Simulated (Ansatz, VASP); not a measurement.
# SrCl2 in VASP and in Ansatz

File INCAR:

```
PREC = Accurate
ENCUT = 520
EDIFF = 1E-6
ISMEAR = 0
SIGMA = 0.01
LREAL = F
LASPH = T
NELM = 80
ALGO = Normal
ISIF = 2
LWAVE = F
LCHARG = F
GGA = PS
NBANDS = 19
```

KPOINTS

```
regular mesh
0
Gamma
  6 6 6
```

File POSCAR:

```
SrCl2
1.0
    0.0000000000      3.4553209822      3.4553209822
    3.4553209822      0.0000000000      3.4553209822
    3.4553209822      3.4553209822      0.0000000000
Sr Cl
1 2
Direct
    0.0000000000      0.0000000000      0.0000000000
    0.2500000000      0.2500000000      0.2500000000
    0.7500000000      0.7500000000      0.7500000000
```

Input for Ansatz:

```yaml
crystal:
  lattice:
    - [0.0, 3.45532098223, 3.45532098223]
    - [3.45532098223, 0.0, 3.45532098223]
    - [3.45532098223, 3.45532098223, 0.0]
  atoms:
    - { symbol: Sr, position: [0.0, 0.0, 0.0] }
    - { symbol: Cl, position: [0.25, 0.25, 0.25] }
    - { symbol: Cl, position: [0.75, 0.75, 0.75] }
kpoints:
  mp_grid: { grid: [6, 6, 6] }
scf:
  occupations: { method: fixed }
hamiltonian:
  xc: pbesol
  pseudopotentials: { kind: all_electron, lapw: { basis_error: 0.001 } }
output:
  forces: true
  stress: true
  eigenvalues: true
  eigenstates:
    nscf_kmesh: { grid: [8, 8, 8] }
    de_dk: true
    e_range: [-9, 15.24837432405]
  optics:
    e_range: [0, 30]
    de: 0.2
    sigma: 0.25
    bands: { spectra_wanted_up_to: 30 }
    nscf_kmesh: { grid: [8, 8, 8] }
checkpoint:
  write: ck
  write_wavefunctions: false
```

Alike in both runs: task single point; functional PBEsol; k mesh 6 × 6 × 6; no spin polarisation.

```csv
,VASP,Ansatz
version,VASP 6.6.1,Ansatz 0.2.0
potentials or method,"VASP PAW PBE potentials, release 64 (Sr_sv, Cl), cutoff 520 eV","all-electron LAPW, scalar-relativistic"
occupations,"gaussian, width 0.01 eV",fixed
```

|  | VASP | Ansatz | Ansatz less VASP |
| --- | --- | --- | --- |
| gap on the k mesh at the Fermi level (eV) | 5.24 | 5.25 | +0.012 |
| pressure (GPa) | 0.1 | 0.0 | -0.14 |

VASP's potentials were made for PBE, not for PBEsol. Ansatz ran all-electron here, and VASP with PAW potentials.
